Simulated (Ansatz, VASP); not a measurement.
Ta3Cu in VASP and in Ansatz

INCAR

```
SYSTEM = Ta3Cu
ALGO = Normal ; EDIFF = 1E-6
ENCUT = 600 ; GGA = CA
GGA_COMPAT = .False. ; ISIF = 2
ISMEAR = -1 ; LASPH = .True.
LCHARG = .False. ; LREAL = .False.
LWAVE = .False. ; NBANDS = 30
NELM = 120 ; PREC = Accurate
SIGMA = 0.05
```

KPOINTS

```
k-points
0
Gamma
  9 9 9
  0 0 0
```

POSCAR

```
Ta3Cu
1.0
   -2.0329114359      2.0329114359      4.2635470084
    2.0329114359     -2.0329114359      4.2635470084
    2.0329114359      2.0329114359     -4.2635470084
Ta Cu
3 1
Direct
    0.5000000000      0.5000000000      0.0000000000
    0.2500000000      0.7500000000      0.5000000000
    0.7500000000      0.2500000000      0.5000000000
    0.0000000000      0.0000000000      0.0000000000
```

Contents of input.yaml:

```yaml
crystal:
  lattice:
    - [-2.0329114359, 2.0329114359, 4.2635470084]
    - [2.0329114359, -2.0329114359, 4.2635470084]
    - [2.0329114359, 2.0329114359, -4.2635470084]
  atoms:
    - { symbol: Ta, position: [0.5, 0.5, 0.0] }
    - { symbol: Ta, position: [0.25, 0.75, 0.5] }
    - { symbol: Ta, position: [0.75, 0.25, 0.5] }
    - { symbol: Cu, position: [0.0, 0.0, 0.0] }
kpoints:
  mp_grid: { grid: [9, 9, 9] }
scf:
  occupations: { method: fermi_dirac, width: 0.05 }
hamiltonian:
  xc: lda
  pseudopotentials: { kind: all_electron, lapw: { basis_error: 0.002 } }
output:
  forces: true
  stress: true
  eigenvalues: true
```

Change from the starting cell: volume scaled by 1.04.

Alike in both runs: task single point; functional LDA; k mesh 9 × 9 × 9; occupations fermi-dirac, width 0.05 eV; no spin polarisation.

```csv
,VASP,Ansatz
version,VASP 6.6.1,Ansatz 0.2.0
potentials or method,"VASP PAW LDA potentials, release 64 (Ta_pv, Cu), cutoff 600 eV","all-electron LAPW, scalar-relativistic"
```

```tsv
	VASP	Ansatz	Ansatz less VASP
gap on the k mesh at the Fermi level (eV)	none	none	-
pressure (GPa)	-16.2	-17.0	-0.86
traceless stress, the component that is largest in VASP (GPa)	-0.31	-0.19	+0.114
```

LDA's correlation is that of Perdew and Zunger in VASP and of Perdew and Wang (1992) in Ansatz. A gap of «none» marks a metal or a gap that the smearing closes. Ansatz ran all-electron here, and VASP with PAW potentials.

Neither program's run includes spin-orbit coupling.
